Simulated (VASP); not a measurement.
# NaF (P6_3/mmc) in VASP: settings compared, part 2 of 2

VASP 6.6.1. The steps go on from the part before.

### 4 Single point, PBEsol

This run uses another cell than the first one, of 15.04 Å³/atom.

The input, INCAR:

```
PREC = Accurate ; ENCUT = 520
EDIFF = 1E-7 ; ISMEAR = -1
SIGMA = 0.02 ; LREAL = F
LASPH = T ; NELM = 80
ALGO = Normal ; ISIF = 2
LWAVE = F ; LCHARG = T
GGA = PS ; LELF = T
LVHAR = T ; NBANDS = 22
```

The input, KPOINTS:

```
Automatic mesh
0
Gamma
  6 6 6
```

The input, POSCAR:

```
NaF
1.0
    3.8930071619      0.0000000000      0.0000000000
   -1.9465035809      3.3714430993      0.0000000000
    0.0000000000      0.0000000000      4.5843470864
Na F
2 2
Direct
    0.3333333333      0.6666666667     -0.0625000000
    0.6666666667      0.3333333333      0.4375000000
    0.3333333333      0.6666666667      0.4375000000
    0.6666666667      0.3333333333      0.9375000000
```

Potentials or basis: VASP PAW PBE potentials, release 64 (Na_pv, F).

Started as:

```console
> cat potpaw_PBE.64/Na_pv/POTCAR potpaw_PBE.64/F/POTCAR > POTCAR
> mpirun -np 1 vasp_std > vasp.out
```

OUTCAR:

```text
PREC = Accurate
   ENCUT = 520
   EDIFF = 1E-7
   ISMEAR = -1
   LREAL = F
   LASPH = T
   NELM = 80
   ISIF = 2
   GGA = PS

 ion  position               nearest neighbor table
   1  0.333  0.667  0.938-   4 2.25   4 2.25   4 2.25   3 2.29   3 2.29
   2  0.667  0.333  0.438-   3 2.25   3 2.25   3 2.25   4 2.29   4 2.29
   3  0.333  0.667  0.438-   2 2.25   2 2.25   2 2.25   1 2.29   1 2.29
   4  0.667  0.333  0.938-   1 2.25   1 2.25   1 2.25   2 2.29   2 2.29

  LATTYP: Found a hexagonal cell.
 ALAT       =     3.8930071619
 C/A-ratio  =     1.1775850636

  Lattice vectors:

 A1 = (   3.8930071619,   0.0000000000,   0.0000000000)
 A2 = (  -1.9465035809,   3.3714430993,   0.0000000000)
 A3 = (   0.0000000000,   0.0000000000,   4.5843470864)

Analysis of symmetry for initial positions (statically):
=====================================================================
 Subroutine PRICEL returns:
 Original cell was already a primitive cell.

 Routine SETGRP: Setting up the symmetry group for a
 hexagonal supercell.

 Subroutine GETGRP returns: Found 24 space group operations
 (whereof  6 operations were pure point group operations)
 out of a pool of 24 trial point group operations.

The static configuration has the point symmetry C_3v.
 The point group associated with its full space group is D_6h.

Analysis of symmetry for dynamics (positions and initial velocities):
=====================================================================
 Subroutine PRICEL returns:
 Original cell was already a primitive cell.

 Routine SETGRP: Setting up the symmetry group for a
 hexagonal supercell.

 Subroutine GETGRP returns: Found 24 space group operations
 (whereof  6 operations were pure point group operations)
 out of a pool of 24 trial point group operations.

[... 115 lines left out ...]
   PSTRESS=    0.0 pullay stress
   NELECT =      28.0000    total number of electrons
   NUPDOWN=      -1.0000    fix difference up-down
   EMIN   =  10.00;   EMAX   =-10.00  energy-range for DOS
   EFERMI =   0.00;   METHOD = LEGACY
   ISMEAR =    -1;   SIGMA  =   0.02  broadening in eV -4-tet -1-fermi 0-gaus
   EFERMI_NEDOS =   21; number of points for ismear=-14 and -15
   IALGO  =     38    algorithm
   IMIX   =      4    mixing-type and parameters
     AMIX     =   0.40;   BMIX     =  1.00
     AMIX_MAG =   1.60;   BMIX_MAG =  1.00
  volume/ion in A,a.u.               =      15.04       101.51
  Fermi-wavevector in a.u.,A,eV,Ry     =   1.268629  2.397361 21.897485  1.609420
  Thomas-Fermi vector in A             =   2.401714
   LORBIT       =      0    0 simple, 1 ext, 2 COOP (PROOUT), +10 PAW based schemes
   GGA     = PS    functional components
   LHFCALC =     F    Hartree Fock is set to
   AEXX    =    0.0000 exact exchange contribution
   IVDW    =     0    specifies the selected vdW correction
   LEPSILON=     F    determine dielectric tensor
   LRPA    =     F    only Hartree local field effects (RPA)
 non-spin polarized calculation
  energy-cutoff  :      520.00
  volume of cell :       60.17
 maximum number of plane-waves:      1641
 NGX is ok and might be reduce to    30
   NGX = 15   NGY = 15   NGZ = 17

 number of electron      27.9999980 magnetization

 Free energy of the ion-electron system (eV)
  ---------------------------------------------------
  ext. energy  EPLUGINS =         0.00000000
  ---------------------------------------------------
  free energy    TOTEN  =       -17.35021316 eV

  energy without entropy =      -17.35021316  energy(sigma->0) =      -17.35021316

 E-fermi :  -2.5582     XC(G=0):  -8.1842

 val. band max:       -2.9372785467   @ k =   0.0000   0.0000   0.0000
 cond. band min:       2.6145448647   @ k =   0.0000   0.0000   0.0000
 fundamental gap:      5.5518234114
 Fermi energy:        -2.5581635986

 k-point     1 :       0.0000    0.0000    0.0000
  band No.  band energies     occupation
      1     -21.9321      2.00000
      2     -21.9093      2.00000
      3     -21.8875      2.00000
      4     -21.8875      2.00000
      5     -21.8389      2.00000
      6     -21.8389      2.00000
[... 589 lines left out ...]
     21      14.3411      0.00000
     22      14.3411      0.00000

 [... further k-points ...]
[... 5 lines left out ...]
  --------------------------------------------------------------------------------------
  -------------------------------------------------------------------------------------
  Total       -0.0013786     -0.0013786      0.0037875     -0.0000000      0.0000000      0.0000000
  in kB       -0.0367098     -0.0367098      0.1008524     -0.0000000      0.0000000      0.0000000
  external PRESSURE =       0.0091443 kB  Pullay stress =       0.0000000 kB

 VOLUME and BASIS-vectors are now :
 -----------------------------------------------------------------------------
  energy-cutoff  :      520.00
  volume of cell :       60.17
      direct lattice vectors                 reciprocal lattice vectors
     3.893007162  0.000000000  0.000000000     0.256870835  0.148304446  0.000000000
    -1.946503581  3.371443099  0.000000000     0.000000000  0.296608891  0.000000000
     0.000000000  0.000000000  4.584347086     0.000000000  0.000000000  0.218133571

 POSITION                                       TOTAL-FORCE (eV/Angst)
 -----------------------------------------------------------------------------------
     -0.00000      2.24763      4.29783         0.000000     -0.000000      0.000000
      1.94650      1.12381      2.00565        -0.000000      0.000000      0.000000
     -0.00000      2.24763      2.00565        -0.000000     -0.000000     -0.000000
      1.94650      1.12381      4.29783        -0.000000     -0.000000      0.000000
 -----------------------------------------------------------------------------------
    total drift:                               -0.000000      0.000000      0.000000

  FREE ENERGIE OF THE ION-ELECTRON SYSTEM (eV)
  ---------------------------------------------------
  free  energy   TOTEN  =       -17.3502131648 eV

  energy  without entropy=      -17.3502131648  energy(sigma->0) =      -17.35021316
```

It took 37 s on 1 thread of Intel Xeon 8259CL, shared host; peak memory 0.19 GiB.

Results:

| Property | Result |
| --- | --- |
| Free energy | -17.3502 eV |
| Pressure | 0.0 GPa |
| Band gap on the k mesh | 5.55 eV |

Caveat: the structure was generated, so it needn't be the stable form of NaF; the PAW data sets were made with another functional, which shifts forces and pressure a little. A k mesh can miss the band edges.

### 5 Single point, r2SCAN

The input, POSCAR:

```
NaF
1.0
    3.8680646418      0.0000000000      0.0000000000
   -1.9340323209      3.3498422433      0.0000000000
    0.0000000000      0.0000000000      4.5513806497
Na F
2 2
Direct
    0.3333333333      0.6666666667     -0.0625000000
    0.6666666667      0.3333333333      0.4375000000
    0.3333333333      0.6666666667      0.4375000000
    0.6666666667      0.3333333333      0.9375000000
```

The input, INCAR.step1:

```
ALGO = Normal
EDIFF = 1E-4
ENCUT = 520
GGA = PE
ISMEAR = -1
LASPH = T
LCHARG = F
LREAL = F
LWAVE = T
NBANDS = 22
NELM = 100
PREC = Accurate
SIGMA = 0.02
```

The input, INCAR.step2:

```
ALGO = Normal
EDIFF = 1E-7
ENCUT = 520
ISIF = 2
ISMEAR = -1
ISTART = 1
LASPH = T
LCHARG = F
LMIXTAU = T
LREAL = F
LWAVE = F
METAGGA = R2SCAN
NBANDS = 22
NELM = 100
PREC = Accurate
SIGMA = 0.02
```

The input, KPOINTS:

```
k-points
0
Gamma
  6 6 6
```

Started as:

```console
> cat potpaw_PBE.64/Na_pv/POTCAR potpaw_PBE.64/F/POTCAR > POTCAR
> cp INCAR.step1 INCAR
> mpirun -np 1 vasp_std > vasp.out
> cp INCAR.step2 INCAR
> mpirun -np 1 vasp_std > vasp.out
```

Wall time 2.5 min (1 thread of Intel Xeon 8259CL, shared host); peak memory 0.19 GiB.

Results (log left out):

* Free energy: -24.9416 eV
* Pressure: -0.5 GPa
* Band gap on the k mesh: 6.35 eV

Levels at points of the mesh, in eV from the valence-band top:
| k point | band 10 | band 11 | band 12 | band 13 | band 14 | band 15 | band 16 | band 17 | band 18 | band 19 |
| --- | --- | --- | --- | --- | --- | --- | --- | --- | --- | --- |
| (0.00, 0.00, 0.00) | -0.60 | -0.60 | -0.31 | -0.31 | 0.00 | 6.35 | 13.68 | 13.83 | 16.41 | 16.41 |
| (0.50, 0.00, 0.00) | -0.74 | -0.70 | -0.60 | -0.36 | -0.18 | 9.32 | 11.44 | 13.44 | 16.11 | 16.38 |
| (0.00, 0.00, 0.50) | -0.81 | -0.46 | -0.46 | -0.46 | -0.46 | 8.65 | 8.65 | 17.43 | 17.43 | 17.43 |
| (0.50, 0.00, 0.50) | -1.26 | -0.48 | -0.48 | -0.27 | -0.27 | 10.43 | 10.43 | 13.50 | 13.50 | 16.82 |

Caveat: the structure was generated, so it needn't be the stable form of NaF; the PAW data sets were made with another functional, which shifts forces and pressure a little. A k mesh can miss the band edges.

### 6 Overview

| level | potentials or basis | cell | k mesh | smearing | gap on the mesh (eV) | pressure (GPa) |
| --- | --- | --- | --- | --- | --- | --- |
| PBE | VASP PAW PBE potentials, release 64 (Na_pv, F) | a = 3.868, b = 3.868, c = 4.551 Å, angles 90.0, 90.0, 120.0°, 4 atoms | 6 × 6 × 4 | gaussian 0.01 eV | 5.68 | 2.5 |
| LDA | VASP PAW LDA potentials, release 64 (Na_pv, F) | a = 3.793, b = 3.793, c = 4.460 Å, angles 90.0, 90.0, 120.0°, 4 atoms | 6 × 6 × 6 | fermi-dirac 0.02 eV | 5.55 | 0.0 |
| PBEsol | VASP PAW PBE potentials, release 64 (Na_pv, F) | a = 3.893, b = 3.893, c = 4.584 Å, angles 90.0, 90.0, 120.0°, 4 atoms | 6 × 6 × 6 | fermi-dirac 0.02 eV | 5.55 | 0.0 |
| r2SCAN | VASP PAW PBE potentials, release 64 (Na_pv, F) | a = 3.868, b = 3.868, c = 4.551 Å, angles 90.0, 90.0, 120.0°, 4 atoms | 6 × 6 × 6 | fermi-dirac 0.02 eV | 6.35 | -0.5 |

Alike in all rows: task single point; no spin polarisation; cutoff (eV) 520.

Caveats: the structure was generated, so it needn't be the stable form of NaF; the PAW data sets were made with another functional, which shifts forces and pressure a little (at least some runs).

Absolute energies hang on the potentials; compare differences alone.
